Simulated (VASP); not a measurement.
Here is a VASP 6.6.1 calculation.

INCAR

```
PREC = Accurate ; ENCUT = 520
EDIFF = 1E-6 ; ISMEAR = 0
SIGMA = 0.05 ; LREAL = False
LASPH = True ; NELM = 150
ALGO = Normal ; ISIF = 2
LWAVE = False ; LCHARG = False
LMAXMIX = 4 ; LDAU = True
LDAUTYPE = 2 ; LDAUL = 2 -1
LDAUU = 4 0 ; LDAUJ = 0 0
LDAUPRINT = 1 ; GGA = PE
NBANDS = 33
```

File KPOINTS:

```
Automatic mesh
0
Gamma
  8 8 8
```

The input POSCAR:

```
TiO2
1.0
   -1.9530452893      1.9530452893      4.6701218957
    1.9530452893     -1.9530452893      4.6701218957
    1.9530452893      1.9530452893     -4.6701218957
Ti O
2 4
Direct
    0.0000000000      0.0000000000      0.0000000000
    0.7500000000      0.2500000000      0.5000000000
    0.2103403591      0.2103403591      0.0000000000
    0.9603403591      0.4603403591      0.5000000000
    0.5396596409      0.0396596409      0.5000000000
    0.7896596409      0.7896596409      0.0000000000
```

Potentials or basis: VASP PAW PBE potentials, release 64 (Ti_sv, O).

Run with:

```sh
$ cat potpaw_PBE.64/Ti_sv/POTCAR potpaw_PBE.64/O/POTCAR > POTCAR
$ mpirun -np 1 vasp_std > vasp.out
```

(1) What does it give for the largest force?

(2) Estimate the pressure.

(3) Predict the band gap on the k mesh.

## Answers

(1) 0.277 eV/Å.

(2) 2.5 GPa.

(3) 2.50 eV (least direct gap 2.88 eV).
